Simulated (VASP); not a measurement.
# Au (I4/mmm) in VASP: further runs

The runs below take Au through single point, with PBEsol.

All numbers are computed with VASP 6.6.1; they aren't measurements. Logs are shortened: lines on timing, memory, paths and dates and some standing lists are left out, and cuts for length are marked.

### Step 1. The cell of the first run

It takes space group I4/mmm (No. 139, tetragonal). The conventional cell has a = 3.315 Å, b = 3.315 Å, c = 3.373 Å, α = 90.00°, β = 90.00°, γ = 90.00°. Within 3.8 Å of Au (site symmetry 4/mmm) lie 14 Au at 2.89 to 3.37 Å.

### Step 2. Single point, PBEsol (strain +0.0175 x Voigt [0, 0, 1, 0, 0, 0])

File INCAR:

```
SYSTEM = Au
PREC = Accurate
ENCUT = 520
EDIFF = 1E-6
ISMEAR = 0
SIGMA = 0.15
LREAL = .False.
LASPH = .True.
NELM = 60
ALGO = Fast
ISIF = 2
LWAVE = .False.
LCHARG = .False.
GGA = PS
NBANDS = 12
```

File KPOINTS:

```
Automatic mesh
0
Gamma
  20 20 20
  0 0 0
```

File POSCAR:

```
Au
1.0
   -1.6572690000      1.6572690000      1.6862712075
    1.6572690000     -1.6572690000      1.6862712075
    1.6572690000      1.6572690000     -1.6862712075
Au
1
Direct
    0.0000000000      0.0000000000      0.0000000000
```

Potentials or basis: VASP PAW PBE potentials, release 64 (Au).

Run with:

```bash
$ cat potpaw_PBE.64/Au/POTCAR > POTCAR
$ mpirun -np 1 vasp_std > vasp.out
```

OUTCAR:

```text
SYSTEM = Au
   PREC = Accurate
   ENCUT = 520
   EDIFF = 1E-6
   ISMEAR = 0
   LREAL = .False.
   LASPH = .True.
   NELM = 60
   ISIF = 2
   GGA = PS

 ion  position               nearest neighbor table
   1  0.000  0.000  0.000-

  LATTYP: Found a body centered tetragonal cell.
 ALAT       =     3.3145380000
 C/A-ratio  =     1.0175000000

  Lattice vectors:

 A1 = (  -1.6572690000,   1.6572690000,   1.6862712075)
 A2 = (   1.6572690000,  -1.6572690000,   1.6862712075)
 A3 = (   1.6572690000,   1.6572690000,  -1.6862712075)

Analysis of symmetry for initial positions (statically):
=====================================================================
 Subroutine PRICEL returns:
 Original cell was already a primitive cell.

 Routine SETGRP: Setting up the symmetry group for a
 body centered tetragonal supercell.

 Subroutine GETGRP returns: Found 16 space group operations
 (whereof 16 operations were pure point group operations)
 out of a pool of 16 trial point group operations.

The static configuration has the point symmetry D_4h.

Analysis of symmetry for dynamics (positions and initial velocities):
=====================================================================
 Subroutine PRICEL returns:
 Original cell was already a primitive cell.

 Routine SETGRP: Setting up the symmetry group for a
 body centered tetragonal supercell.

 Subroutine GETGRP returns: Found 16 space group operations
 (whereof 16 operations were pure point group operations)
 out of a pool of 16 trial point group operations.

The dynamic configuration has the point symmetry D_4h.

 Subroutine INISYM returns: Found 16 space group operations
 (whereof 16 operations are pure point group operations),
 and found     1 'primitive' translations

----------------------------------------------------------------------------------------

                                     Primitive cell

  volume of cell :      18.5256

  direct lattice vectors                    reciprocal lattice vectors
    -1.657269000  1.657269000  1.686271207     0.000000000  0.301701172  0.296512209
     1.657269000 -1.657269000  1.686271207     0.301701172  0.000000000  0.296512209
     1.657269000  1.657269000 -1.686271207     0.301701172  0.301701172  0.000000000

  length of vectors
     2.887315650  2.887315650  2.887315650     0.423016651  0.423016651  0.426669890

  position of ions in fractional coordinates (direct lattice)
     0.000000000  0.000000000  0.000000000

  ion indices of the primitive-cell ions
   primitive index   ion index
                 1           1

----------------------------------------------------------------------------------------

 KPOINTS: Automatic mesh

Automatic generation of k-mesh.
 Grid dimensions read from file:
 generate k-points for:   20   20   20

 Generating k-lattice:

  Cartesian coordinates                     Fractional coordinates (reciprocal lattice)
     0.000000000  0.015085059  0.014825610     0.050000000 -0.000000000  0.000000000
     0.015085059  0.000000000  0.014825610    -0.000000000  0.050000000  0.000000000
     0.015085059  0.015085059  0.000000000     0.000000000  0.000000000  0.050000000

  Length of vectors
     0.021150833  0.021150833  0.021333494

  Shift w.r.t. Gamma in fractional coordinates (k-lattice)
     0.000000000  0.000000000  0.000000000

 Subroutine IBZKPT returns following result:
 ===========================================

 Found    641 irreducible k-points:

 Following reciprocal coordinates:
            Coordinates               Weight
  0.000000  0.000000  0.000000      1.000000
  0.050000  0.000000  0.000000      8.000000
  0.100000  0.000000  0.000000      8.000000
  0.150000  0.000000  0.000000      8.000000
  0.200000  0.000000  0.000000      8.000000
  0.250000  0.000000 -0.000000      8.000000
[... 16 lines left out ...]
 -0.400000  0.050000  0.000000     16.000000
 -0.350000  0.050000  0.000000     16.000000
 [... further k-points ...]
   k-points           NKPTS =    641   k-points in BZ     NKDIM =    641   number of bands    NBANDS=     12
   number of dos      NEDOS =    301   number of ions     NIONS =      1
   total plane-waves  NPLWV =  13824
   dimension x,y,z NGX =    24 NGY =   24 NGZ =   24
   dimension x,y,z NGXF=    48 NGYF=   48 NGZF=   48
   ions per type =               1
   NGX,Y,Z   is equivalent  to a cutoff of  13.82, 13.82, 13.82 a.u.
   NGXF,Y,Z  is equivalent  to a cutoff of  27.64, 27.64, 27.64 a.u.
 SYSTEM =  Au
   PREC   = accura    normal or accurate (medium, high low for compatibility)
   ISTART =      0    job   : 0-new  1-cont  2-samecut
   ICHARG =      2    charge: 1-file 2-atom 10-const
   ISPIN  =      1    spin polarized calculation?
   LNONCOLLINEAR =      F non collinear calculations
   LSORBIT =      F    spin-orbit coupling
   LASPH  =      T    aspherical Exc in radial PAW
   ENCUT  =  520.0 eV  38.22 Ry    6.18 a.u.   5.37  5.37  5.37*2*pi/ulx,y,z
   NELM   =     60;   NELMIN=  2; NELMDL= -5     # of ELM steps
   EDIFF  = 0.1E-05   stopping-criterion for ELM
   LREAL  =      F    real-space projection
   EDIFFG = 0.1E-04   stopping-criterion for IOM
   NSW    =      0    number of steps for IOM
   IBRION =     -1    ionic relax: 0-MD 1-quasi-New 2-CG
   NFREE  =      0    steps in history (QN), initial steepest desc. (CG)
   ISIF   =      2    stress and relaxation
   ISYM   =      2    0-nonsym 1-usesym 2-fastsym
   POTIM  = 0.5000    time-step for ionic-motion
   TEBEG  =    0.0;   TEEND  =   0.0 temperature during run
   PSTRESS=    0.0 pullay stress
   NELECT =      11.0000    total number of electrons
   NUPDOWN=      -1.0000    fix difference up-down
   EMIN   =  10.00;   EMAX   =-10.00  energy-range for DOS
   EFERMI =   0.00;   METHOD = LEGACY
   ISMEAR =     0;   SIGMA  =   0.15  broadening in eV -4-tet -1-fermi 0-gaus
   EFERMI_NEDOS =   21; number of points for ismear=-14 and -15
   IALGO  =     68    algorithm
   IMIX   =      4    mixing-type and parameters
     AMIX     =   0.40;   BMIX     =  1.00
     AMIX_MAG =   1.60;   BMIX_MAG =  1.00
  volume/ion in A,a.u.               =      18.53       125.02
  Fermi-wavevector in a.u.,A,eV,Ry     =   1.375988  2.600240 25.760488  1.893342
  Thomas-Fermi vector in A             =   2.501274
   LORBIT       =      0    0 simple, 1 ext, 2 COOP (PROOUT), +10 PAW based schemes
   GGA     = PS    functional components
   LHFCALC =     F    Hartree Fock is set to
   AEXX    =    0.0000 exact exchange contribution
   IVDW    =     0    specifies the selected vdW correction
   LEPSILON=     F    determine dielectric tensor
   LRPA    =     F    only Hartree local field effects (RPA)
 non-spin polarized calculation
 RMM-DIIS sequential band-by-band and
 Gauss-broadening in eV      SIGMA  =   0.15
  energy-cutoff  :      520.00
  volume of cell :       18.53
 maximum number of plane-waves:       531
 NGX is ok and might be reduce to    24
   NGX = 11   NGY = 11   NGZ = 11

 number of electron      10.9999999 magnetization

 Free energy of the ion-electron system (eV)
  ---------------------------------------------------
  ext. energy  EPLUGINS =         0.00000000
  ---------------------------------------------------
  free energy    TOTEN  =        -3.84642291 eV

  energy without entropy =       -3.84320703  energy(sigma->0) =       -3.84481497

 E-fermi :   7.9743     XC(G=0): -12.3976

 val. band max:        7.9595399110   @ k =   0.5000   0.4000   0.0500
 cond. band min:       7.9829081760   @ k =  -0.4500   0.4500   0.1000
 fundamental gap:      0.0233682650
 Fermi energy:         7.9743401194

 k-point     1 :       0.0000    0.0000    0.0000
  band No.  band energies     occupation
      1      -1.1096      2.00000
      2       3.4941      2.00000
      3       3.4941      2.00000
      4       3.5931      2.00000
      5       5.1723      2.00000
      6       5.2857      2.00000
      7      24.2169      0.00000
      8      24.5011      0.00000
      9      24.5011      0.00000
     10      30.4268      0.00000
     11      30.9375      0.00000
     12      30.9375      0.00000

 k-point     2 :       0.0500    0.0000    0.0000
  band No.  band energies     occupation
      1      -1.0241      2.00000
      2       3.4963      2.00000
      3       3.4977      2.00000
      4       3.6233      2.00000
      5       5.1491      2.00000
      6       5.2788      2.00000
      7      24.2171      0.00000
      8      24.4832      0.00000
      9      24.6033      0.00000
     10      29.5171      0.00000
     11      29.9156      0.00000
     12      30.6000      0.00000

 k-point     3 :       0.1000    0.0000    0.0000
  band No.  band energies     occupation
      1      -0.7726      2.00000
      2       3.4402      2.00000
      3       3.5064      2.00000
      4       3.7771      2.00000
      5       5.0802      2.00000
      6       5.2709      2.00000
      7      24.0279      0.00000
      8      24.3883      0.00000
      9      24.9026      0.00000
     10      28.1803      0.00000
     11      28.6844      0.00000
     12      29.6992      0.00000

 k-point     4 :       0.1500    0.0000    0.0000
  band No.  band energies     occupation
      1      -0.3722      2.00000
      2       3.3337      2.00000
      3       3.5190      2.00000
      4       4.0476      2.00000
      5       4.9924      2.00000
      6       5.2714      2.00000
      7      23.0901      0.00000
      8      24.1174      0.00000
      9      25.3761      0.00000
     10      27.3077      0.00000
     11      28.0894      0.00000
     12      28.4539      0.00000

 k-point     5 :       0.2000    0.0000    0.0000
  band No.  band energies     occupation
      1       0.1385      2.00000
      2       3.1994      2.00000
      3       3.5535      2.00000
      4       4.4111      2.00000
      5       4.9282      2.00000
      6       5.2800      2.00000
      7      21.3796      0.00000
      8      23.5088      0.00000
      9      25.9823      0.00000
     10      27.0566      0.00000
     11      27.1596      0.00000
     12      28.2379      0.00000
[... 228 lines left out ...]
      1       1.4593      2.00000
      2       2.6309      2.00000
      3       5.0209      2.00000
      4       5.3251      2.00000
      5       6.2653      2.00000
      6       7.7899      1.91799
      7      11.2003      0.00000
      8      20.2557      0.00000
      9      21.1629      0.00000
     10      28.8323      0.00000
     11      29.2515      0.00000
     12      30.2728      0.00000

 k-point    22 :      -0.4500    0.0500    0.0000
  band No.  band energies     occupation
      1       1.4661      2.00000
      2       2.6710      2.00000
      3       4.9523      2.00000
      4       5.3204      2.00000
      5       5.9334      2.00000
      6       6.9706      2.00000
      7      12.5140      0.00000
      8      20.4699      0.00000
      9      21.5404      0.00000
     10      28.6028      0.00000
     11      29.0570      0.00000
     12      30.4956      0.00000

 k-point    23 :      -0.4000    0.0500    0.0000
  band No.  band energies     occupation
      1       1.4440      2.00000
      2       2.7488      2.00000
      3       4.7549      2.00000
      4       5.1737      2.00000
      5       5.4667      2.00000
      6       6.2614      2.00000
      7      14.2866      0.00000
      8      20.8822      0.00000
      9      22.2487      0.00000
     10      28.2068      0.00000
     11      28.7422      0.00000
     12      30.7033      0.00000

 k-point    24 :      -0.3500    0.0500    0.0000
  band No.  band energies     occupation
      1       1.3123      2.00000
      2       2.8585      2.00000
      3       4.1981      2.00000
      4       4.9710      2.00000
      5       5.3716      2.00000
      6       5.7022      2.00000
      7      16.2497      0.00000
      8      21.4704      0.00000
      9      23.2003      0.00000
     10      27.6376      0.00000
     11      28.4425      0.00000
     12      30.3054      0.00000

 [... further k-points ...]
[... 5 lines left out ...]
  --------------------------------------------------------------------------------------
  -------------------------------------------------------------------------------------
  Total       -1.3268297     -1.3268297     -1.3194408      0.0000000     -0.0000000      0.0000000
  in kB     -114.7499067   -114.7499067   -114.1108822      0.0000000     -0.0000000      0.0000000
  external PRESSURE =    -114.5368986 kB  Pullay stress =       0.0000000 kB

 VOLUME and BASIS-vectors are now :
 -----------------------------------------------------------------------------
  energy-cutoff  :      520.00
  volume of cell :       18.53
      direct lattice vectors                 reciprocal lattice vectors
    -1.657269000  1.657269000  1.686271207     0.000000000  0.301701172  0.296512209
     1.657269000 -1.657269000  1.686271207     0.301701172  0.000000000  0.296512209
     1.657269000  1.657269000 -1.686271207     0.301701172  0.301701172  0.000000000

 POSITION                                       TOTAL-FORCE (eV/Angst)
 -----------------------------------------------------------------------------------
      0.00000      0.00000      0.00000         0.000000      0.000000     -0.000000
 -----------------------------------------------------------------------------------
    total drift:                                0.000000      0.000000      0.000000

  FREE ENERGIE OF THE ION-ELECTRON SYSTEM (eV)
  ---------------------------------------------------
  free  energy   TOTEN  =        -3.8464229096 eV

  energy  without entropy=       -3.8432070305  energy(sigma->0) =       -3.84481497
```

Run time: 36 s. Hardware: 1 thread of Intel Xeon 6975P-C (Granite Rapids), shared host; peak memory 0.26 GiB.

What came out:

```
Free energy : -3.8464 eV
Pressure    : -11.5 GPa
```

Levels at points of the mesh, in eV from the Fermi level:
```
           k point  band 4  band 5  band 6  band 7  band 8  band 9
(0.00, 0.00, 0.00)   -4.38   -2.80   -2.69   16.24   16.53   16.53
(0.50, 0.00, 0.00)   -2.58   -1.42   -0.40    3.02   12.34   13.39
(0.50, 0.50, 0.00)   -2.54   -1.40   -0.30    3.15   12.08   13.02
(0.50, 0.50, 0.50)   -1.74   -1.74    5.83    6.30    6.30    8.68
```

Caveat: the cell differs from its parent crystal (strain +0.0175 x Voigt [0, 0, 1, 0, 0, 0]); the PAW data sets were made with another functional, which shifts forces and pressure a little; spin-orbit coupling is left out, which moves the levels of the heavy elements.

### Step 3. Single point, PBEsol (strain +0.0200 x Voigt [0, 0, 1, 0, 0, 0])

File INCAR:

```
SYSTEM = Au
ALGO = Normal
EDIFF = 1E-6
ENCUT = 520
GGA = PS
ISIF = 2
ISMEAR = 0
LASPH = .True.
LCHARG = .True.
LELF = .True.
LREAL = .False.
LVHAR = .True.
LWAVE = .False.
NBANDS = 12
NELM = 80
PREC = Accurate
SIGMA = 0.15
```

File KPOINTS:

```
k-points
0
Gamma
  20 20 20
  0 0 0
```

File POSCAR:

```
Au
1.0
   -1.6572690000      1.6572690000      1.6904143800
    1.6572690000     -1.6572690000      1.6904143800
    1.6572690000      1.6572690000     -1.6904143800
Au
1
Direct
    0.0000000000      0.0000000000      0.0000000000
```

Potentials or basis: VASP PAW PBE potentials, release 64 (Au).

Run with:

```bash
$ cat potpaw_PBE.64/Au/POTCAR > POTCAR
$ mpirun -np 1 vasp_std > vasp.out
```

It took 31 s on 1 thread of Intel Xeon 6975P-C (Granite Rapids), shared host; peak memory 0.26 GiB.

The run converged. Its results:

* Free energy: -3.8432 eV
* Pressure: -11.7 GPa

Stress tensor (GPa, compression positive):
```
-11.77   0.00   0.00
  0.00 -11.77   0.00
  0.00   0.00 -11.68
```

Levels at points of the mesh, in eV from the Fermi level:
| k point | band 2 | band 3 | band 4 | band 5 | band 6 | band 7 | band 8 | band 9 | band 10 | band 11 |
| --- | --- | --- | --- | --- | --- | --- | --- | --- | --- | --- |
| (0.00, 0.00, 0.00) | -4.47 | -4.47 | -4.36 | -2.81 | -2.68 | 16.21 | 16.54 | 16.54 | 22.36 | 22.94 |
| (0.50, 0.00, 0.00) | -5.34 | -2.93 | -2.58 | -1.43 | -0.39 | 3.00 | 12.34 | 13.39 | 20.74 | 21.12 |
| (0.50, 0.50, 0.00) | -5.47 | -2.78 | -2.53 | -1.40 | -0.28 | 3.15 | 12.06 | 12.96 | 20.16 | 20.85 |
| (0.50, 0.50, 0.50) | -6.11 | -1.77 | -1.73 | -1.73 | 5.78 | 6.32 | 6.32 | 8.65 | 14.88 | 15.25 |

Caveat: the cell differs from its parent crystal (strain +0.0200 x Voigt [0, 0, 1, 0, 0, 0]); the PAW data sets were made with another functional, which shifts forces and pressure a little; spin-orbit coupling is left out, which moves the levels of the heavy elements.
